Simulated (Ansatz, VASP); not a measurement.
Ag3BrO: VASP beside Ansatz

File INCAR:

```
SYSTEM = Ag3BrO
  ALGO = Normal
  EDIFF = 1E-7
  EDIFFG = -0.04
  ENCUT = 600
  GGA = PE
  IBRION = 2
  ISIF = 3
  ISMEAR = 0
  LASPH = .TRUE.
  LCHARG = .FALSE.
  LREAL = .FALSE.
  LWAVE = .FALSE.
  NELM = 100
  NSW = 90
  PREC = Accurate
  SIGMA = 0.1
```

File KPOINTS:

```
k-points
0
G
  3 3 4
  0 0 0
```

POSCAR

```
Ag3BrO
1.0
    6.3038250000      0.0000000000      0.0000000000
   -3.1519125000      5.4592725900      0.0000000000
    0.0000000000      0.0000000000      5.2952130000
Ag Br O
6 2 2
Direct
    0.8333333300      0.6666666700      0.7500000000
    0.3333333300      0.1666666700      0.7500000000
    0.8333333300      0.1666666700      0.7500000000
    0.1666666700      0.3333333300      0.2500000000
    0.6666666700      0.8333333300      0.2500000000
    0.1666666700      0.8333333300      0.2500000000
    0.3333333300      0.6666666700      0.7500000000
    0.6666666700      0.3333333300      0.2500000000
    0.0000000000      0.0000000000      0.0000000000
    0.0000000000      0.0000000000      0.5000000000
```

Input for Ansatz:

```yaml
crystal:
  lattice:
    - [6.303825, 0.0, 0.0]
    - [-3.1519125, 5.45927259, 0.0]
    - [0.0, 0.0, 5.295213]
  atoms:
    - { symbol: Ag, position: [0.83333333, 0.66666667, 0.75] }
    - { symbol: Ag, position: [0.33333333, 0.16666667, 0.75] }
    - { symbol: Ag, position: [0.83333333, 0.16666667, 0.75] }
    - { symbol: Ag, position: [0.16666667, 0.33333333, 0.25] }
    - { symbol: Ag, position: [0.66666667, 0.83333333, 0.25] }
    - { symbol: Ag, position: [0.16666667, 0.83333333, 0.25] }
    - { symbol: Br, position: [0.33333333, 0.66666667, 0.75] }
    - { symbol: Br, position: [0.66666667, 0.33333333, 0.25] }
    - { symbol: O, position: [0.0, 0.0, 0.0] }
    - { symbol: O, position: [0.0, 0.0, 0.5] }
basis:
  ecutwfc: 420
kpoints:
  mp_grid: { grid: [3, 3, 4] }
hamiltonian:
  xc: pbe
scf:
  occupations: { method: gaussian, width: 0.1 }
  lower_state_search: "off"
output:
  forces: true
  stress: true
  eigenvalues: true
relax:
  adjacent_minimum: "off"
  f_tol: 0.04
  max_steps: 70
  cell: { stress_tol: 0.4 }
```

Alike in both runs: task relaxation of cell and atoms; functional PBE; k mesh 3 × 3 × 4; occupations gaussian, width 0.1 eV; no spin polarisation.

|  | VASP | Ansatz |
| --- | --- | --- |
| version | VASP 6.6.1 | Ansatz 0.2.0 |
| potentials or method | VASP PAW PBE potentials, release 64 (Ag, Br, O), cutoff 600 eV | scalar-relativistic, plane waves, PAW |
| valence electrons in the cell | 92 | 140 |

```tsv
	VASP	Ansatz	Ansatz less VASP
gap on the k mesh at the Fermi level, each at its own relaxed structure (eV)	none	none	-
relaxed volume (Å³/atom)	18.33	18.43	+0.105
relaxed cell length with the largest relative difference (Å)	5.445	5.458	+0.0132
```

A gap of «none» marks a metal or a gap that the smearing closes. VASP's potentials hold 92 valence electrons a cell and Ansatz's 140, so a difference there can come from the potentials and not from the codes.

The k mesh is coarse, so the values compare programs but aren't converged.
